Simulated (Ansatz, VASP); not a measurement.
**SiSn5: VASP beside Ansatz**

```
Si Sn
1.0
     4.52000    0.00000    0.00000
    -2.26000    3.91444    0.00000
     0.00000    0.00000   11.05401
Si Sn
1 5
Direct
  0.00000 0.00000 0.99939
  0.66667 0.33333 0.67439
  0.33333 0.66667 0.32705
  0.66667 0.33333 0.93160
  0.33333 0.66667 0.58252
  0.00000 0.00000 0.23505
```

Alike in both runs: task single point; functional PBE; k mesh 6 × 6 × 2; occupations fermi-dirac, width 0.02 eV; non-collinear spin, spin-orbit coupling.

|  | VASP | Ansatz |
| --- | --- | --- |
| version | VASP 6.6.1 | Ansatz 0.2.0 |
| potentials or method | VASP PAW PBE potentials, release 64 (Si, Sn_d) | plane waves, PAW |
| plane-wave cutoff (eV) | 520 | 420 |
| valence electrons in the cell | 74 | 74 |

VASP gave:

| Property | Result |
| --- | --- |
| pressure (GPa) | 1.5 |
| traceless stress, the component that is largest in VASP (GPa) | 0.11 |
| rms of the force components (eV/Å) | 0.031 |
| net moment per atom (μB) | 0.00 |

**Question.** What did Ansatz give for the same quantities?

**Answer.** Pressure (GPa): 1.6; traceless stress, the component that is largest in VASP (GPa): 0.11; rms of the force components (eV/Å): 0.030; net moment per atom (μB): 0.00.

Atom by atom the forces differ by 0.002 eV/Å (rms over components).
